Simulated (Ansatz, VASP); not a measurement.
## Two plane-wave programs on C

```
C
1.0
     1.23248    0.71157    3.36094
    -1.23248    0.71157    3.36094
     0.00000   -1.42315    3.36094
C
2
Cartesian
  0.0000 0.0450 1.6561
  0.0000 -0.0450 8.4268
```

Change from the starting cell: mode 4 frozen in at -0.024 Å and mode 6 at +0.045 Å (largest displacements).

Alike in both runs: task single point; functional PBE; dispersion D3(BJ); k mesh 15 × 15 × 15; occupations gaussian, width 0.05 eV; no spin polarisation.

```csv
,VASP,Ansatz
version,VASP 6.6.1,Ansatz 0.2.0
potentials or method,"VASP PAW PBE potentials, release 64 (C), cutoff 520 eV","scalar-relativistic, plane waves, PAW"
valence electrons in the cell,8,8
```

```tsv
	VASP	Ansatz	Ansatz less VASP
gap on the k mesh at the Fermi level (eV)	0.36	0.36	+0.001
least direct gap on the mesh (eV)	0.36	0.36	+0.001
pressure (GPa)	3.6	3.2	-0.38
traceless stress, the component that is largest in VASP (GPa)	10.55	10.15	-0.402
rms of the force components (eV/Å)	2.512	2.508	-0.0037
```

Atom by atom the forces differ by 0.004 eV/Å (rms over components).
